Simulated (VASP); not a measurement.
# WC (P-6m2) in VASP: further runs

Runs on WC. Level: LDA. Tasks: single point, relaxation of cell and atoms.

Everything below comes from runs of VASP 6.6.1. Logs are shortened: lines on timing, memory, paths and dates and some standing lists are left out, and cuts for length are marked.

## (1) The cell of the first run

The structure is hexagonal, space group P-6m2 (No. 187). The conventional cell has a = 2.884 Å, b = 2.884 Å, c = 2.812 Å, α = 90.00°, β = 90.00°, γ = 120.00°. W (site symmetry -6m2) has 6 C at 2.18 Å and 8 W at 2.81 to 2.88 Å within 2.9 Å. C (site symmetry -6m2) has 6 W at 2.18 Å and 8 C at 2.81 to 2.88 Å within 2.9 Å.

## (2) Single point, LDA

The input, INCAR:

```
SYSTEM = WC
PREC     = Accurate       ! precision mode
ENCUT    = 520            ! plane-wave cutoff, eV
EDIFF    = 1E-6           ! SCF threshold, eV
ISMEAR   = 0              ! smearing method
SIGMA    = 0.1            ! smearing width, eV
LREAL    = .FALSE.        ! projectors in reciprocal space
LASPH    = .TRUE.         ! aspherical terms in the spheres
NELM     = 80             ! most SCF steps
ALGO     = Normal         ! electronic algorithm
ISIF     = 2              ! what is computed and relaxed
LWAVE    = .FALSE.        ! write WAVECAR
LCHARG   = .TRUE.         ! write CHGCAR
GGA      = CA             ! functional
LELF     = .TRUE.         ! ELF
LVHAR    = .TRUE.       
NBANDS   = 16             ! bands
```

The input, KPOINTS:

```
regular mesh
0
G
  18 18 18
  0 0 0
```

The input, POSCAR:

```
WC
1.0
    2.8837949259      0.0000000000      0.0000000000
   -1.4418974629      2.4974396651      0.0000000000
    0.0000000000      0.0000000000      2.8120924960
W C
1 1
Direct
    0.0000000000      0.0000000000      0.0000000000
    0.3333333333      0.6666666667      0.5000000000
```

Potentials or basis: VASP PAW LDA potentials, release 64 (W_sv, C).

Command:

```sh
$ cat potpaw_LDA.64/W_sv/POTCAR potpaw_LDA.64/C/POTCAR > POTCAR
$ mpirun -np 1 vasp_std > vasp.out
```

OUTCAR:

```text
SYSTEM = WC
   PREC = Accurate
   ENCUT = 520
   EDIFF = 1E-6
   ISMEAR = 0
   LREAL = .FALSE.
   LASPH = .TRUE.
   NELM = 80
   ISIF = 2
   GGA = CA

 ion  position               nearest neighbor table
   1  0.000  0.000  0.000-   2 2.18   2 2.18   2 2.18   2 2.18   2 2.18   2 2.18
   2  0.333  0.667  0.500-   1 2.18   1 2.18   1 2.18   1 2.18   1 2.18   1 2.18

  LATTYP: Found a hexagonal cell.
 ALAT       =     2.8837949259
 C/A-ratio  =     0.9751360857

  Lattice vectors:

 A1 = (   2.8837949259,   0.0000000000,   0.0000000000)
 A2 = (  -1.4418974629,   2.4974396651,   0.0000000000)
 A3 = (   0.0000000000,   0.0000000000,   2.8120924960)

Analysis of symmetry for initial positions (statically):
=====================================================================
 Subroutine PRICEL returns:
 Original cell was already a primitive cell.

 Routine SETGRP: Setting up the symmetry group for a
 hexagonal supercell.

 Subroutine GETGRP returns: Found 12 space group operations
 (whereof 12 operations were pure point group operations)
 out of a pool of 24 trial point group operations.

The static configuration has the point symmetry D_3h.

Analysis of symmetry for dynamics (positions and initial velocities):
=====================================================================
 Subroutine PRICEL returns:
 Original cell was already a primitive cell.

 Routine SETGRP: Setting up the symmetry group for a
 hexagonal supercell.

 Subroutine GETGRP returns: Found 12 space group operations
 (whereof 12 operations were pure point group operations)
 out of a pool of 24 trial point group operations.

The dynamic configuration has the point symmetry D_3h.

 Subroutine INISYM returns: Found 12 space group operations
 (whereof 12 operations are pure point group operations),
 and found     1 'primitive' translations

----------------------------------------------------------------------------------------

                                     Primitive cell

  volume of cell :      20.2530

  direct lattice vectors                    reciprocal lattice vectors
     2.883794926  0.000000000  0.000000000     0.346765296  0.200205037  0.000000000
    -1.441897463  2.497439665  0.000000000     0.000000000  0.400410074  0.000000000
     0.000000000  0.000000000  2.812092496     0.000000000  0.000000000  0.355607080

  length of vectors
     2.883794926  2.883794926  2.812092496     0.400410074  0.400410074  0.355607080

  position of ions in fractional coordinates (direct lattice)
     0.000000000  0.000000000  0.000000000
     0.333333333  0.666666667  0.500000000

  ion indices of the primitive-cell ions
   primitive index   ion index
                 1           1
                 2           2

----------------------------------------------------------------------------------------

 KPOINTS: regular mesh

Automatic generation of k-mesh.
 Grid dimensions read from file:
 generate k-points for:   18   18   18

 Generating k-lattice:

  Cartesian coordinates                     Fractional coordinates (reciprocal lattice)
     0.019264739  0.011122502  0.000000000     0.055555556  0.000000000  0.000000000
     0.000000000  0.022245004  0.000000000     0.000000000  0.055555556  0.000000000
     0.000000000  0.000000000  0.019755949     0.000000000  0.000000000  0.055555556

  Length of vectors
     0.022245004  0.022245004  0.019755949

  Shift w.r.t. Gamma in fractional coordinates (k-lattice)
     0.000000000  0.000000000  0.000000000

 Subroutine IBZKPT returns following result:
 ===========================================

 Found    370 irreducible k-points:

 Following reciprocal coordinates:
            Coordinates               Weight
  0.000000  0.000000  0.000000      1.000000
  0.055556  0.000000  0.000000      6.000000
  0.111111  0.000000  0.000000      6.000000
  0.166667 -0.000000  0.000000      6.000000
  0.222222 -0.000000  0.000000      6.000000
  0.277778 -0.000000  0.000000      6.000000
[... 16 lines left out ...]
  0.333333  0.111111  0.000000     12.000000
  0.388889  0.111111  0.000000     12.000000
 [... further k-points ...]
   k-points           NKPTS =    370   k-points in BZ     NKDIM =    370   number of bands    NBANDS=     16
   number of dos      NEDOS =    301   number of ions     NIONS =      2
   total plane-waves  NPLWV =  13824
   dimension x,y,z NGX =    24 NGY =   24 NGZ =   24
   dimension x,y,z NGXF=    48 NGYF=   48 NGZF=   48
   ions per type =               1   1
   NGX,Y,Z   is equivalent  to a cutoff of  13.84, 13.84, 14.19 a.u.
   NGXF,Y,Z  is equivalent  to a cutoff of  27.67, 27.67, 28.38 a.u.
 SYSTEM =  WC
   PREC   = accura    normal or accurate (medium, high low for compatibility)
   ISTART =      0    job   : 0-new  1-cont  2-samecut
   ICHARG =      2    charge: 1-file 2-atom 10-const
   ISPIN  =      1    spin polarized calculation?
   LNONCOLLINEAR =      F non collinear calculations
   LSORBIT =      F    spin-orbit coupling
   LASPH  =      T    aspherical Exc in radial PAW
   ENCUT  =  520.0 eV  38.22 Ry    6.18 a.u.   5.36  5.36  5.23*2*pi/ulx,y,z
   NELM   =     80;   NELMIN=  2; NELMDL= -5     # of ELM steps
   EDIFF  = 0.1E-05   stopping-criterion for ELM
   LREAL  =      F    real-space projection
   EDIFFG = 0.1E-04   stopping-criterion for IOM
   NSW    =      0    number of steps for IOM
   IBRION =     -1    ionic relax: 0-MD 1-quasi-New 2-CG
   NFREE  =      0    steps in history (QN), initial steepest desc. (CG)
   ISIF   =      2    stress and relaxation
   ISYM   =      2    0-nonsym 1-usesym 2-fastsym
   POTIM  = 0.5000    time-step for ionic-motion
   TEBEG  =    0.0;   TEEND  =   0.0 temperature during run
   PSTRESS=    0.0 pullay stress
   NELECT =      18.0000    total number of electrons
   NUPDOWN=      -1.0000    fix difference up-down
   EMIN   =  10.00;   EMAX   =-10.00  energy-range for DOS
   EFERMI =   0.00;   METHOD = LEGACY
   ISMEAR =     0;   SIGMA  =   0.10  broadening in eV -4-tet -1-fermi 0-gaus
   EFERMI_NEDOS =   21; number of points for ismear=-14 and -15
   IALGO  =     38    algorithm
   IMIX   =      4    mixing-type and parameters
     AMIX     =   0.40;   BMIX     =  1.00
     AMIX_MAG =   1.60;   BMIX_MAG =  1.00
  volume/ion in A,a.u.               =      10.13        68.34
  Fermi-wavevector in a.u.,A,eV,Ry     =   1.573993  2.974415 33.707788  2.477453
  Thomas-Fermi vector in A             =   2.675194
   LORBIT       =      0    0 simple, 1 ext, 2 COOP (PROOUT), +10 PAW based schemes
   GGA     = CA    functional components
   LHFCALC =     F    Hartree Fock is set to
   AEXX    =    0.0000 exact exchange contribution
   IVDW    =     0    specifies the selected vdW correction
   LEPSILON=     F    determine dielectric tensor
   LRPA    =     F    only Hartree local field effects (RPA)
 non-spin polarized calculation
 Gauss-broadening in eV      SIGMA  =   0.10
  energy-cutoff  :      520.00
  volume of cell :       20.25
 maximum number of plane-waves:       569
 NGX is ok and might be reduce to    24
   NGX = 11   NGY = 11   NGZ = 11

 number of electron      18.0000000 magnetization

 Free energy of the ion-electron system (eV)
  ---------------------------------------------------
  ext. energy  EPLUGINS =         0.00000000
  ---------------------------------------------------
  free energy    TOTEN  =       -24.69947268 eV

  energy without entropy =      -24.69793377  energy(sigma->0) =      -24.69870323

 E-fermi :  11.3484     XC(G=0): -14.1118

 val. band max:       11.3382930581   @ k =   0.1111   0.0000   0.3333
 cond. band min:      11.3514464397   @ k =   0.3333   0.2222   0.0000
 fundamental gap:      0.0131533816
 Fermi energy:        11.3484355500

 k-point     1 :       0.0000    0.0000    0.0000
  band No.  band energies     occupation
      1     -62.1478      2.00000
      2     -26.3878      2.00000
      3     -26.2789      2.00000
      4     -26.2789      2.00000
      5      -3.1204      2.00000
      6       6.8797      2.00000
[... 8 lines left out ...]
     15      25.9961      0.00000
     16      28.3335      0.00000

 k-point     2 :       0.0556    0.0000    0.0000
  band No.  band energies     occupation
      1     -62.1458      2.00000
      2     -26.3841      2.00000
      3     -26.3078      2.00000
      4     -26.2854      2.00000
      5      -3.0354      2.00000
      6       6.9115      2.00000
[... 8 lines left out ...]
     15      25.7808      0.00000
     16      28.5091      0.00000

 k-point     3 :       0.1111    0.0000    0.0000
  band No.  band energies     occupation
      1     -62.1400      2.00000
      2     -26.3905      2.00000
      3     -26.3733      2.00000
      4     -26.3041      2.00000
      5      -2.7872      2.00000
      6       6.8910      2.00000
[... 8 lines left out ...]
     15      25.4268      0.00000
     16      29.0153      0.00000

 k-point     4 :       0.1667   -0.0000    0.0000
  band No.  band energies     occupation
      1     -62.1311      2.00000
      2     -26.5152      2.00000
      3     -26.3569      2.00000
      4     -26.3325      2.00000
      5      -2.3962      2.00000
      6       6.5325      2.00000
[... 8 lines left out ...]
     15      25.2293      0.00000
     16      29.7961      0.00000

 k-point     5 :       0.2222   -0.0000    0.0000
  band No.  band energies     occupation
      1     -62.1200      2.00000
      2     -26.6652      2.00000
      3     -26.3673      2.00000
      4     -26.3366      2.00000
      5      -1.8942      2.00000
      6       5.9926      2.00000
[... 8 lines left out ...]
     15      25.3518      0.00000
     16      29.9190      0.00000

 k-point     6 :       0.2778   -0.0000    0.0000
  band No.  band energies     occupation
      1     -62.1083      2.00000
      2     -26.8213      2.00000
      3     -26.4039      2.00000
      4     -26.3149      2.00000
      5      -1.3236      2.00000
      6       5.4515      2.00000
[... 8 lines left out ...]
     15      25.8994      0.00000
     16      29.5731      0.00000
[... 267 lines left out ...]
 k-point    21 :       0.2222    0.1111    0.0000
  band No.  band energies     occupation
      1     -62.1047      2.00000
      2     -26.8372      2.00000
      3     -26.4487      2.00000
      4     -26.3082      2.00000
      5      -1.1233      2.00000
      6       5.3691      2.00000
[... 8 lines left out ...]
     15      26.0372      0.00000
     16      29.3180      0.00000

 k-point    22 :       0.2778    0.1111    0.0000
  band No.  band energies     occupation
      1     -62.0944      2.00000
      2     -26.9611      2.00000
      3     -26.4925      2.00000
      4     -26.2890      2.00000
      5      -0.5453      2.00000
      6       4.9540      2.00000
[... 8 lines left out ...]
     15      26.7373      0.00000
     16      28.2350      0.00000

 k-point    23 :       0.3333    0.1111    0.0000
  band No.  band energies     occupation
      1     -62.0859      2.00000
      2     -27.0605      2.00000
      3     -26.5281      2.00000
      4     -26.2733      2.00000
      5      -0.0191      2.00000
      6       4.6282      2.00000
[... 8 lines left out ...]
     15      26.3169      0.00000
     16      28.4231      0.00000

 k-point    24 :       0.3889    0.1111    0.0000
  band No.  band energies     occupation
      1     -62.0804      2.00000
      2     -27.1246      2.00000
      3     -26.5512      2.00000
      4     -26.2630      2.00000
      5       0.3635      2.00000
      6       4.4164      2.00000
[... 8 lines left out ...]
     15      25.4563      0.00000
     16      29.1372      0.00000

 [... further k-points ...]

------------------------ aborting loop because EDIFF is reached ----------------------------------------

  FORCE on cell =-STRESS in cart. coord.  units (eV):
  Direction    XX          YY          ZZ          XY          YZ          ZX
  --------------------------------------------------------------------------------------
  -------------------------------------------------------------------------------------
  Total        0.3213015      0.3213015      0.3870768      0.0000000     -0.0000000      0.0000000
  in kB       25.4175911     25.4175911     30.6209583      0.0000000     -0.0000000      0.0000000
  external PRESSURE =      27.1520468 kB  Pullay stress =       0.0000000 kB

 VOLUME and BASIS-vectors are now :
 -----------------------------------------------------------------------------
  energy-cutoff  :      520.00
  volume of cell :       20.25
      direct lattice vectors                 reciprocal lattice vectors
     2.883794926  0.000000000  0.000000000     0.346765296  0.200205037  0.000000000
    -1.441897463  2.497439665  0.000000000     0.000000000  0.400410074  0.000000000
     0.000000000  0.000000000  2.812092496     0.000000000  0.000000000  0.355607080

 POSITION                                       TOTAL-FORCE (eV/Angst)
 -----------------------------------------------------------------------------------
      0.00000      0.00000      0.00000        -0.000000      0.000000      0.000000
     -0.00000      1.66496      1.40605         0.000000      0.000000      0.000000
 -----------------------------------------------------------------------------------
    total drift:                               -0.000000      0.000000     -0.000000

  FREE ENERGIE OF THE ION-ELECTRON SYSTEM (eV)
  ---------------------------------------------------
  free  energy   TOTEN  =       -24.6994726847 eV

  energy  without entropy=      -24.6979337726  energy(sigma->0) =      -24.69870323
```

Run time: 1.7 min. Hardware: 1 thread of Intel Xeon 8259CL, shared host; peak memory 0.23 GiB.

What came out:

```yaml
Free_energy: -24.6995 eV
Pressure: 2.7 GPa
Band_gap_on_the_k_mesh: zero (bands 9 and 10 overlap by 1.33 eV)
```

Stress tensor (GPa, compression positive):
```
2.54 0.00 0.00
0.00 2.54 0.00
0.00 0.00 3.06
```

Levels at points of the mesh, in eV from the Fermi level:
| k point | band 7 | band 8 | band 9 | band 10 | band 11 | band 12 |
| --- | --- | --- | --- | --- | --- | --- |
| (0.00, 0.00, 0.00) | -3.45 | -3.45 | 0.13 | 3.29 | 3.29 | 5.74 |
| (0.50, 0.00, 0.00) | -3.73 | -3.70 | -0.45 | 2.37 | 4.63 | 5.02 |
| (0.00, 0.00, 0.50) | -2.10 | -2.10 | -0.66 | -0.66 | 3.76 | 4.55 |
| (0.50, 0.00, 0.50) | -4.46 | -4.16 | 0.39 | 4.54 | 5.47 | 6.91 |

Caveat: spin-orbit coupling is left out, which moves the levels of the heavy elements.

## (3) Relaxation of cell and atoms, LDA

This run uses another cell than the first one, of 10.37 Å³/atom.

The input, INCAR:

```
  ALGO = Normal
  EDIFF = 1E-7
  EDIFFG = -0.003
  ENCUT = 600
  IBRION = 2
  ISIF = 3
  ISMEAR = 0
  LASPH = True
  LCHARG = False
  LREAL = False
  LWAVE = False
  NELM = 80
  NSW = 80
  PREC = Accurate
  SIGMA = 0.1
```

The input, KPOINTS:

```
k-points
0
Gamma
  18 18 18
```

The input, POSCAR:

```
WC
1.0
    2.9060000000      0.0000000000      0.0000000000
   -1.4530000000      2.5166698200      0.0000000000
    0.0000000000      0.0000000000      2.8370000000
W C
1 1
Direct
    0.0000000000      0.0000000000      0.0000000000
    0.3333333333      0.6666666667      0.5000000000
```

Potentials or basis: VASP PAW LDA potentials, release 64 (W_sv, C).

Command:

```sh
$ cat potpaw_LDA.64/W_sv/POTCAR potpaw_LDA.64/C/POTCAR > POTCAR
$ mpirun -np 1 vasp_std > vasp.out
```

Wall time 6.5 min (1 thread of Intel Xeon 8259CL, shared host); peak memory 0.27 GiB.

It converged, with:

```
Free energy                           : -24.7024 eV
Relaxed volume                        : 10.19 Å³/atom
Relaxed cell                          : a = 2.890 Å, b = 2.890 Å, c = 2.818 Å, α = 90.00°, β = 90.00°, γ = 120.00°
Space group after relaxing (to 0.1 Å) : P-6m2 (No. 187)
Energy gained by relaxing             : 4.4 meV/atom
Ionic steps                           : 11
Pressure after relaxing               : 0.0 GPa
Band gap on the k mesh                : zero (bands 9 and 10 overlap by 1.31 eV)
```

The path:
```
step  energy change (eV)  largest force (eV/Å)  pressure (GPa)  volume (Å³)
   1              0.0000                0.0000           -7.40        20.75
   2              0.0697                0.0000           24.90        19.34
   3             -0.0088                0.0000           -0.20        20.39
   4             -0.0088                0.0000           -0.04        20.38
   5             -0.0088                0.0000            0.11        20.37
   6             -0.0087                0.0000           -0.31        20.39
   7             -0.0088                0.0000           -0.06        20.38
   8             -0.0088                0.0000           -0.06        20.38
   9             -0.0088                0.0000           -0.05        20.38
  10             -0.0088                0.0000            0.07        20.37
  11             -0.0088                0.0000            0.02        20.38
```

Final structure:
```xyz
2
Lattice="2.8896 0.0000 0.0000 -1.4448 2.5024 0.0000 0.0000 0.0000 2.8180" Properties=species:S:1:pos:R:3 pbc="T T T"
W     0.0000    0.0000    0.0000
C     0.0000    1.6683    1.4090
```

Levels at points of the mesh, in eV from the Fermi level:
```
           k point  band 6  band 7  band 8  band 9  band 10  band 11  band 12  band 13
(0.00, 0.00, 0.00)   -4.43   -3.42   -3.42    0.13     3.26     3.26     5.70     5.70
(0.50, 0.00, 0.00)   -7.05   -3.70   -3.67   -0.45     2.35     4.59     4.98     6.93
(0.00, 0.00, 0.50)   -8.72   -2.08   -2.08   -0.65    -0.65     3.73     4.53     4.53
(0.50, 0.00, 0.50)   -6.55   -4.43   -4.15    0.38     4.50     5.43     6.85     9.32
```

Caveat: spin-orbit coupling is left out, which moves the levels of the heavy elements.
